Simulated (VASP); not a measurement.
Wanted: the native input for a VASP 6.6.1 run.

* Task: single point
* Functional: r2SCAN
* Potentials or basis: VASP PAW PBE potentials, release 64 (P, As, Ga_d)
* Cutoff: 520 eV
* k mesh: 6 × 6 × 4
* Occupations: gaussian, width 0.01 eV
* Spin: no spin polarisation
* Dipole correction: no
* Further INCAR settings: ALGO = Normal; EDIFF = 1e-06; NBANDS = 46

Ga4As3P:

```xyz
8
Lattice="6.5793 -1.9852 -0.0017 6.5793 1.9852 -0.0017 -1.1980 0.0000 6.7654" Properties=species:S:1:pos:R:3 pbc="T T T"
P    -0.0038    0.0000   -0.0023
As    5.9825    0.0000    3.3827
As    9.5635    0.0000    1.6694
As    2.3987    0.0000    5.0932
Ga    4.8063    0.0000    5.5492
Ga   11.9854    0.0000    2.0647
Ga    2.3273    0.0000    0.4143
Ga    8.3915    0.0000    3.8038
```

One way to write it, as run:

POSCAR

```
Ga4As3P
1.0
    6.5793167118     -1.9852385558     -0.0017143402
    6.5793167118      1.9852385558     -0.0017143402
   -1.1980027241      0.0000000000      6.7654422102
P As Ga
1 3 4
Direct
   -0.0003193060     -0.0003193060     -0.0003347634
    0.5001899203      0.5001899203      0.5002460192
    0.7492823567      0.7492823567      0.2471277734
    0.2508406886      0.2508406886      0.7529543853
    0.4399528071      0.4399528071      0.8204434584
    0.9386652415      0.9386652415      0.3056574975
    0.1824511645      0.1824511645      0.0613241952
    0.6889371273      0.6889371273      0.5625814343
```

INCAR.step1

```
SYSTEM = Ga4As3P
PREC     = Accurate       ! precision mode
ENCUT    = 520            ! plane-wave cutoff, eV
ISMEAR   = 0              ! smearing method
SIGMA    = 0.01           ! smearing width, eV
LREAL    = .FALSE.        ! projectors in reciprocal space
LASPH    = .TRUE.         ! aspherical terms in the spheres
NELM     = 80             ! most SCF steps
NBANDS   = 46             ! bands
GGA      = PE             ! functional
ALGO     = Normal         ! electronic algorithm
EDIFF    = 1E-4           ! SCF threshold, eV
LWAVE    = .TRUE.         ! write WAVECAR
LCHARG   = .FALSE.        ! write CHGCAR
```

INCAR.step2

```
SYSTEM = Ga4As3P
PREC     = Accurate       ! precision mode
ENCUT    = 520            ! plane-wave cutoff, eV
EDIFF    = 1E-6           ! SCF threshold, eV
ISMEAR   = 0              ! smearing method
SIGMA    = 0.01           ! smearing width, eV
LREAL    = .FALSE.        ! projectors in reciprocal space
LASPH    = .TRUE.         ! aspherical terms in the spheres
NELM     = 80             ! most SCF steps
ALGO     = Normal         ! electronic algorithm
ISIF     = 2              ! what is computed and relaxed
LWAVE    = .FALSE.        ! write WAVECAR
LCHARG   = .FALSE.        ! write CHGCAR
METAGGA  = R2SCAN         ! meta-GGA
LMIXTAU  = .TRUE.       
NBANDS   = 46             ! bands
ISTART   = 1
```

KPOINTS

```
Automatic mesh
0
G
  6 6 4
  0 0 0
```

Potentials or basis: VASP PAW PBE potentials, release 64 (P, As, Ga_d).

The run is started by

```console
$ cat potpaw_PBE.64/P/POTCAR potpaw_PBE.64/As/POTCAR potpaw_PBE.64/Ga_d/POTCAR > POTCAR
$ cp INCAR.step1 INCAR
$ mpirun -np 1 vasp_std > vasp.out
$ cp INCAR.step2 INCAR
$ mpirun -np 1 vasp_std > vasp.out
```

Results of the run:

| Quantity | Value |
| --- | --- |
| Pressure | 0.1 GPa |
| Largest force | 0.008 eV/Å |
| Band gap on the k mesh | 1.23 eV |

Caveat: the PAW data sets were made with another functional, which shifts forces and pressure a little.

It took 92 min on 1 thread of Intel Xeon 8259CL, with other jobs on the host, peak memory 0.65 GiB.
